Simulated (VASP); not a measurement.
Wanted: the native input for a VASP 6.6.1 run.

```yaml
Task: single point
Functional: BLYP
Potentials_or_basis: VASP PAW PBE potentials, release 64 (Fe)
Cutoff: 520 eV
k_mesh: 24 × 24 × 24
Occupations: fermi-dirac, width 0.05 eV
Spin: collinear spin, ferromagnetic start
Starting_moments: "[2.657] μB"
Dipole_correction: no
Further_INCAR_settings: ALGO = Normal; EDIFF = 1e-07; NBANDS = 14
```

The structure of Fe lies in POSCAR:

```
Fe
1.0
    0.0000000000      1.8456030165      1.8456030165
    1.8456030165      0.0000000000      1.8456030165
    1.8456030165      1.8456030165      0.0000000000
Fe
1
Direct
    0.0000000000      0.0000000000      0.0000000000
```

The input as run:

INCAR

```
SYSTEM = Fe
PREC = Accurate
ENCUT = 520
EDIFF = 1E-7
ISMEAR = -1
SIGMA = 0.05
LREAL = .FALSE.
LASPH = .TRUE.
NELM = 150
ALGO = Normal
ISIF = 2
LWAVE = .FALSE.
LCHARG = .FALSE.
ISPIN = 2
MAGMOM = 2.657
LORBIT = 11
LMAXMIX = 4
GGA = B5
ALDAX = 1.0
AGGAX = 1.0
AGGAC = 1.0
ALDAC = 0.0
NBANDS = 14
```

KPOINTS

```
regular mesh
0
G
  24 24 24
  0 0 0
```

Potentials or basis: VASP PAW PBE potentials, release 64 (Fe).

Launch:

```console
$ cat potpaw_PBE.64/Fe/POTCAR > POTCAR
$ mpirun -np 1 vasp_std > vasp.out
```

It gave:

```json
{"Pressure": "-0.5 GPa", "Net moment": "2.58 μB per cell", "Site moments": "Fe +2.58 μB", "Valence electrons inside the program's atomic spheres": "Fe 7.12"}
```

Caveat: the PAW data sets were made with another functional, which shifts forces and pressure a little.

Run time: 110 s on 1 thread of Intel(R) Xeon(R) Platinum 8488C (Sapphire Rapids), with other jobs on the host, peak memory 0.22 GiB.
